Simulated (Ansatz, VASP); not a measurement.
## Nb2SnSe in VASP and in Ansatz

```
Nb Sn Se
1.0
     3.40201    0.00000    0.00000
    -1.70100    2.94623    0.00000
     0.00000    0.00000    7.72304
Nb Sn Se
2 1 1
Direct
  0.33333 0.66667 0.72697
  0.33333 0.66667 0.27303
  0.66667 0.33333 0.00000
  0.00000 0.00000 0.50000
```

Change from the starting cell: species swapped into the BiSbPd2 type (P-6m2, No. 187).

Alike in both runs: task relaxation of cell and atoms; functional PBE; k mesh 12 × 12 × 6; occupations gaussian, width 0.1 eV; no spin polarisation.

|  | VASP | Ansatz |
| --- | --- | --- |
| version | VASP 6.6.1 | Ansatz 0.2.0 |
| potentials or method | VASP PAW PBE potentials, release 64 (Nb_sv, Sn_d, Se), cutoff 600 eV | scalar-relativistic, plane waves, PAW |
| valence electrons in the cell | 46 | 56 |

```tsv
	VASP	Ansatz	Ansatz less VASP
gap on the k mesh at the Fermi level, each at its own relaxed structure (eV)	none	none	-
relaxed volume (Å³/atom)	19.27	19.29	+0.020
relaxed length of the cell vector where the two differ most in proportion (Å)	3.379	3.380	+0.0012
```

A gap of «none» marks a metal or a gap that the smearing closes. VASP's potentials hold 46 valence electrons a cell and Ansatz's 56, so a difference there can come from the potentials and not from the codes.
